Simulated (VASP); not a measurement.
Write the native input for VASP 6.6.1 that does the following.

* Task: density of states
* Functional: PBEsol
* Dispersion: D4
* Potentials or basis: VASP PAW PBE potentials, release 64 (Ga_d, Sb)
* Cutoff: 400 eV
* k mesh: 4 × 4 × 4
* Occupations: methfessel-paxton, width 0.2 eV
* Spin: no spin polarisation
* Dipole correction: no
* k mesh for the DOS: 6 × 6 × 6
* Occupations for the DOS: tetrahedron
* Further INCAR settings: ALGO = Normal; EDIFF = 1e-06; NBANDS = 16

Crystal: GaSb.

```
CELL_PARAMETERS angstrom
-1.55590 2.67500 2.89331
1.55590 -2.67500 2.89331
1.55590 2.67500 -2.89331
ATOMIC_POSITIONS crystal
Ga 0.00000 0.00000 0.00000
Sb 0.50000 0.50000 0.00000
```

The input as run:

POSCAR

```
GaSb
1.0
   -1.5559010000      2.6750030000      2.8933130000
    1.5559010000     -2.6750030000      2.8933130000
    1.5559010000      2.6750030000     -2.8933130000
Ga Sb
1 1
Direct
    0.0000000000      0.0000000000      0.0000000000
    0.5000000000      0.5000000000      0.0000000000
```

INCAR.step1

```
PREC     = Accurate       # precision mode
ENCUT    = 400            # plane-wave cutoff, eV
EDIFF    = 1E-6           # SCF threshold, eV
ISMEAR   = 1              # smearing method
SIGMA    = 0.2            # smearing width, eV
LREAL    = False          # projectors in reciprocal space
LASPH    = True           # aspherical terms in the spheres
NELM     = 120            # most SCF steps
ALGO     = Normal         # electronic algorithm
ISIF     = 2              # what is computed and relaxed
LWAVE    = False          # write WAVECAR
LCHARG   = True           # write CHGCAR
GGA      = PS             # functional
IVDW     = 13             # dispersion correction
NBANDS   = 16             # bands
GGA_COMPAT= False        
NEDOS    = 2001           # points of the DOS
LORBIT   = 11             # projections on sites
```

KPOINTS.step1

```
regular mesh
0
Gamma
  4 4 4
```

INCAR.step2

```
PREC     = Accurate       # precision mode
ENCUT    = 400            # plane-wave cutoff, eV
EDIFF    = 1E-6           # SCF threshold, eV
ISMEAR   = -5             # smearing method
SIGMA    = 0.2            # smearing width, eV
LREAL    = False          # projectors in reciprocal space
LASPH    = True           # aspherical terms in the spheres
NELM     = 120            # most SCF steps
ALGO     = Normal         # electronic algorithm
ISIF     = 2              # what is computed and relaxed
LWAVE    = False          # write WAVECAR
LCHARG   = False          # write CHGCAR
GGA      = PS             # functional
IVDW     = 13             # dispersion correction
LORBIT   = 10             # projections on sites
NBANDS   = 16             # bands
NEDOS    = 2001           # points of the DOS
ICHARG   = 11             # starting density
GGA_COMPAT= False
```

KPOINTS.step2

```
regular mesh
0
Gamma
  6 6 6
```

Potentials or basis: VASP PAW PBE potentials, release 64 (Ga_d, Sb).

Run with:

```console
$ cat potpaw_PBE.64/Ga_d/POTCAR potpaw_PBE.64/Sb/POTCAR > POTCAR
$ cp INCAR.step1 INCAR
$ cp KPOINTS.step1 KPOINTS
$ mpirun -np 1 vasp_std > vasp.out
$ cp INCAR.step2 INCAR
$ cp KPOINTS.step2 KPOINTS
$ mpirun -np 1 vasp_std > vasp.out
```

Results of the run:

- Valence electrons inside the program's atomic spheres: Ga 11.51; Sb 2.37
- Dispersion energy per atom: -0.286 eV

Caveat: the k points lie up to 0.58 Å⁻¹ apart; spin-orbit coupling is left out, which moves the levels of the heavy elements.

Run time: 29 s on 1 thread of Intel(R) Xeon(R) Platinum 8488C (Sapphire Rapids), on a shared host, peak memory 0.16 GiB.
